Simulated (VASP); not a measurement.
Runs of VASP 6.6.1 on PbF2. The structure is that of space group Fm-3m (No. 225), or close to it. The cells are those of the table. 

```csv
cell,gap on the mesh (eV),pressure (GPa),largest force (eV/Å)
"a = 4.310, b = 4.201, c = 4.201 Å, angles 58.3, 59.1, 59.1°, 3 atoms",(b),2.3,0.15
"a = 4.247, b = 4.200, c = 4.200 Å, angles 59.3, 59.6, 59.6°, 3 atoms",4.41,2.0,0.06
"a = 4.279, b = 4.200, c = 4.200 Å, angles 58.8, 59.4, 59.4°, 3 atoms",4.40,2.1,0.11
"a = 4.216, b = 4.200, c = 4.200 Å, angles 59.8, 59.9, 59.9°, 3 atoms",4.42,2.0,(a)
"a = 4.137, b = 4.200, c = 4.200 Å, angles 61.0, 60.5, 60.5°, 3 atoms",4.41,2.1,0.09
"a = 4.232, b = 4.200, c = 4.200 Å, angles 59.5, 59.8, 59.8°, 3 atoms",4.42,2.0,0.04
"a = 4.295, b = 4.201, c = 4.201 Å, angles 58.5, 59.3, 59.3°, 3 atoms",4.39,2.2,0.13
```

Alike in all rows: task single point; level PBE; potentials or basis VASP PAW PBE potentials, release 64 (Pb_d, F); no spin polarisation; k mesh 8 × 8 × 8; cutoff (eV) 520; smearing gaussian 0.05 eV.

Problem. Estimate the missing entries.

Solution. (a) 0.02; (b) 4.38.

Caveats: spin-orbit coupling is left out, which moves the levels of the heavy elements.

A k mesh can miss the band edges, and the runs leave out spin-orbit coupling on Pb.
